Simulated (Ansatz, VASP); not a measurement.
# InAs in VASP and in Ansatz

The input INCAR:

```
SYSTEM = InAs
PREC     = Accurate       ! precision mode
ENCUT    = 520            ! plane-wave cutoff, eV
EDIFF    = 1E-7           ! SCF threshold, eV
ISMEAR   = -1             ! smearing method
SIGMA    = 0.05           ! smearing width, eV
LREAL    = .False.        ! projectors in reciprocal space
LASPH    = .True.         ! aspherical terms in the spheres
NELM     = 150            ! most SCF steps
ALGO     = Normal         ! electronic algorithm
ISIF     = 2              ! what is computed and relaxed
LWAVE    = .False.        ! write WAVECAR
LCHARG   = .True.         ! write CHGCAR
LNONCOLLINEAR= .True.         ! non-collinear magnetism
MAGMOM   = 0 0 0 0 0 0    ! initial moments
LORBIT   = 11             ! projections on sites
LSORBIT  = .True.         ! spin-orbit coupling
GGA_COMPAT= .False.      
LORBMOM  = .True.       
LVHAR    = .True.       
NBANDS   = 30             ! bands
```

File KPOINTS:

```
regular mesh
0
Gamma
  6 6 6
  0 0 0
```

POSCAR

```
InAs
1.0
    0.0000000000      3.0180000000      3.0180000000
    3.0180000000      0.0000000000      3.0180000000
    3.0180000000      3.0180000000      0.0000000000
In As
1 1
Direct
    0.0000000000      0.0000000000      0.0000000000
    0.7500000000      0.7500000000      0.7500000000
```

File input.yaml:

```yaml
crystal:
  lattice:
    - [0.0, 3.018, 3.018]
    - [3.018, 0.0, 3.018]
    - [3.018, 3.018, 0.0]
  atoms:
    - { symbol: In, position: [0.0, 0.0, 0.0] }
    - { symbol: As, position: [0.75, 0.75, 0.75] }
hamiltonian:
  xc: lda
  pseudopotentials: { kind: paw_fr }
magnetization:
  noncollinear: true
  spin_orbit: true
kpoints:
  mp_grid: { grid: [6, 6, 6] }
  band_path:
    path:
      - [[0.0, 0.0, 0.0], [0.5, 0.0, 0.5], [0.5, 0.25, 0.75], [0.375, 0.375, 0.75], [0.0, 0.0, 0.0], [0.5, 0.5, 0.5], [0.625, 0.25, 0.625], [0.5, 0.25, 0.75], [0.5, 0.5, 0.5], [0.375, 0.375, 0.75]]
      - [[0.625, 0.25, 0.625], [0.5, 0.0, 0.5]]
    npoints: 14
scf:
  occupations: { method: fermi_dirac, width: 0.05 }
  n_extra_bands: 6
output:
  forces: true
  stress: true
  eigenvalues: true
  fatbands: false
```

Alike in both runs: functional LDA; k mesh 6 × 6 × 6; occupations fermi-dirac, width 0.05 eV; non-collinear spin, spin-orbit coupling.

```csv
,VASP,Ansatz
version,VASP 6.6.1,Ansatz 0.2.0
potentials or method,"VASP PAW LDA potentials, release 64 (In_d, As)",Ansatz PAW
plane-wave cutoff (eV),520,420
valence electrons in the cell,18,28
task,single point,band structure
```

VASP gave:

```
pressure (GPa)           : -0.1
net moment per atom (μB) : 0.00
```

Q: Which values does Ansatz return?

A: Pressure (GPa): -0.3; net moment per atom (μB): 0.00.

LDA's correlation is that of Perdew and Zunger in VASP and of Perdew and Wang (1992) in Ansatz. VASP's potentials hold 18 valence electrons a cell and Ansatz's 28, so a difference there can come from the potentials and not from the codes.
